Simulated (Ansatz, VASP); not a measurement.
# One calculation of Sn, two programs

File INCAR:

```
SYSTEM = Sn
PREC     = Accurate       ! precision mode
ENCUT    = 520            ! plane-wave cutoff, eV
EDIFF    = 1E-6           ! SCF threshold, eV
ISMEAR   = 0              ! smearing method
SIGMA    = 0.15           ! smearing width, eV
LREAL    = .False.        ! projectors in reciprocal space
LASPH    = .True.         ! aspherical terms in the spheres
NELM     = 60             ! most SCF steps
ALGO     = Fast           ! electronic algorithm
ISIF     = 2              ! what is computed and relaxed
LWAVE    = .False.        ! write WAVECAR
LCHARG   = .False.        ! write CHGCAR
GGA      = PE             ! functional
IVDW     = 12             ! dispersion correction
NBANDS   = 13             ! bands
```

The input KPOINTS:

```
regular mesh
0
Gamma
  24 24 24
  0 0 0
```

The input POSCAR:

```
Sn
1.0
   -1.7544065426      1.7853194360      2.1674907457
    1.7544065426     -1.7853194360      2.1674907457
    1.7544065426      1.7853194360     -2.1674907457
Sn
1
Direct
    0.0000000000      0.0000000000      0.0000000000
```

Input for Ansatz:

```yaml
crystal:
  lattice:
    - [-1.7544065426, 1.785319436, 2.1674907457]
    - [1.7544065426, -1.785319436, 2.1674907457]
    - [1.7544065426, 1.785319436, -2.1674907457]
  atoms:
    - { symbol: Sn, position: [0.0, 0.0, 0.0] }
basis:
  ecutwfc: 420
kpoints:
  mp_grid: { grid: [24, 24, 24] }
hamiltonian:
  xc: pbe
  dispersion: d3bj
scf:
  occupations: { method: gaussian, width: 0.15 }
output:
  forces: true
  stress: true
  eigenvalues: true
```

Change from the starting cell: strain +0.0175 x Voigt [0, 1, 0, 0, 0, 0], atoms carried along.

Alike in both runs: task single point; functional PBE; dispersion D3(BJ); k mesh 24 × 24 × 24; occupations gaussian, width 0.15 eV; no spin polarisation.

```csv
,VASP,Ansatz
version,VASP 6.6.1,Ansatz 0.2.0
potentials or method,"VASP PAW PBE potentials, release 64 (Sn_d), cutoff 520 eV","scalar-relativistic, plane waves, PAW"
valence electrons in the cell,14,14
```

|  | VASP | Ansatz | Ansatz less VASP |
| --- | --- | --- | --- |
| gap on the k mesh at the Fermi level (eV) | none | none | - |
| pressure (GPa) | -0.9 | -0.9 | 0.00 |
| traceless stress, the component that is largest in VASP (GPa) | 0.08 | 0.08 | +0.001 |

A gap of «none» marks a metal or a gap that the smearing closes.
